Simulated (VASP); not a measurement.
Wanted: the native input for a VASP 6.6.1 run.

```
Task                   : single point
Functional             : LDA
Potentials or basis    : VASP PAW LDA potentials, release 64 (In_d)
Cutoff                 : 520 eV
k mesh                 : 8 × 8 × 11
Occupations            : fermi-dirac, width 0.1 eV
Spin                   : no spin polarisation
Dipole correction      : no
Further INCAR settings : ALGO = Normal; EDIFF = 1e-07; NBANDS = 26
```

The structure of In lies in POSCAR:

```
In
1.0
    5.2638992517      0.0000000000      0.0000000000
   -2.6319496259      4.5586704749      0.0000000000
    0.0000000000      0.0000000000      3.2463030359
In
3
Direct
    0.0000000000      0.0000000000      0.0000000000
    0.3333333333      0.6666666667      0.5000000000
    0.6666666667      0.3333333333      0.5000000000
```

This cell differs from its parent crystal: volume scaled by 1.04.

The input as run:

INCAR

```
SYSTEM = In
  ALGO = Normal
  EDIFF = 1E-7
  ENCUT = 520
  ISIF = 2
  ISMEAR = -1
  LASPH = .True.
  LCHARG = .False.
  LREAL = .False.
  LWAVE = .False.
  NBANDS = 26
  NELM = 100
  PREC = Accurate
  SIGMA = 0.1
```

KPOINTS

```
k-points
0
Gamma
  8 8 11
  0 0 0
```

Potentials or basis: VASP PAW LDA potentials, release 64 (In_d).

The run is started by

```sh
$ cat potpaw_LDA.64/In_d/POTCAR > POTCAR
$ mpirun -np 1 vasp_std > vasp.out
```

Results of the run:

```
Pressure : -1.6 GPa
```

Run time: 38 s on 1 thread of Intel(R) Xeon(R) 6975P-C (Granite Rapids), on a shared host, peak memory 0.22 GiB.
